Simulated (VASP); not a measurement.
Input of a VASP 6.6.1 run:

The input INCAR:

```
PREC = Accurate
ENCUT = 600
EDIFF = 1E-7
ISMEAR = 0
SIGMA = 0.2
LREAL = False
LASPH = True
NELM = 200
ALGO = Normal
ISIF = 3
LWAVE = False
LCHARG = False
GGA = PE
IBRION = 2
NSW = 36
EDIFFG = -0.08
GGA_COMPAT = False
NELMIN = 4
LMAXMIX = 6
```

The input KPOINTS:

```
Automatic mesh
0
Gamma
  5 5 2
```

POSCAR

```
TmHOs
1.0
    3.9454304100      0.0000000000      0.0000000000
   -1.9727152100      3.4168429700      0.0000000000
    0.0000000000      0.0000000000      8.2269316600
Tm H Os
2 2 2
Direct
    0.0000000000      0.0000000000      0.0000000000
    0.0000000000      0.0000000000      0.5000000000
    0.3333333300      0.6666666700      0.0000000000
    0.6666666700      0.3333333300      0.0000000000
    0.0000000000      0.0000000000      0.7260101000
    0.0000000000      0.0000000000      0.2739899000
```

Potentials or basis: VASP PAW PBE potentials, release 64 (Tm_3, H, Os), 4f in core.

Command:

```console
$ cat potpaw_PBE.64/Tm_3/POTCAR potpaw_PBE.64/H/POTCAR potpaw_PBE.64/Os/POTCAR > POTCAR
$ mpirun -np 1 vasp_std > vasp.out
```

**Question.** Predict the band gap on the k mesh.

**Answer.** Zero (bands 18 and 19 overlap by 0.31 eV).

**Question.** Predict the space group after relaxing (to 0.1 Å).

**Answer.** P6/mmm (No. 191).

Step by step:
| step | energy change (eV) | largest force (eV/Å) | pressure (GPa) | volume (Å³) |
| --- | --- | --- | --- | --- |
| 1 | 0.0000 | 14.9700 | 42.72 | 110.91 |
| 2 | -7.8081 | 0.2583 | -10.61 | 176.21 |
| 3 | -7.8823 | 0.3838 | -10.57 | 173.98 |
| 4 | -7.9485 | 0.5043 | -10.55 | 171.95 |
| 5 | -9.1529 | 3.1364 | -10.09 | 144.30 |
| 6 | -9.2022 | 5.8865 | -3.03 | 128.34 |
| 7 | -9.2536 | 4.1115 | -8.66 | 139.01 |
| 8 | -9.3339 | 4.7922 | -7.27 | 135.27 |
| 9 | -12.4936 | 2.1482 | -10.95 | 120.53 |
| 10 | -13.4874 | 0.9717 | -6.21 | 107.33 |
| 11 | -13.4838 | 1.1066 | -7.42 | 109.11 |
| 12 | -14.1271 | 0.7302 | 2.52 | 94.94 |
| 13 | -14.1279 | 0.6976 | 2.92 | 94.55 |
| 14 | -14.2304 | 0.1624 | 1.51 | 96.32 |
| 15 | -14.2313 | 0.2067 | 1.60 | 96.17 |
| 16 | -14.2480 | 0.1560 | -0.42 | 98.48 |
| 17 | -14.2480 | 0.1564 | -0.40 | 98.45 |
| 18 | -14.2508 | 0.0623 | -0.08 | 98.19 |

Caveat: the k points lie up to 0.45 Å⁻¹ apart in the final cell; a cell axis changed by over 15 % at a fixed basis, so the end point is rough; spin-orbit coupling is left out, which moves the levels of the heavy elements; the 4f electrons are frozen in the core, so they carry no moment and show no levels; the relaxation stopped at a loose force limit of 0.08 eV/Å, so its end isn't a converged minimum. Spin polarisation is off, so any magnetic state and its effect on volume and gap are missing.
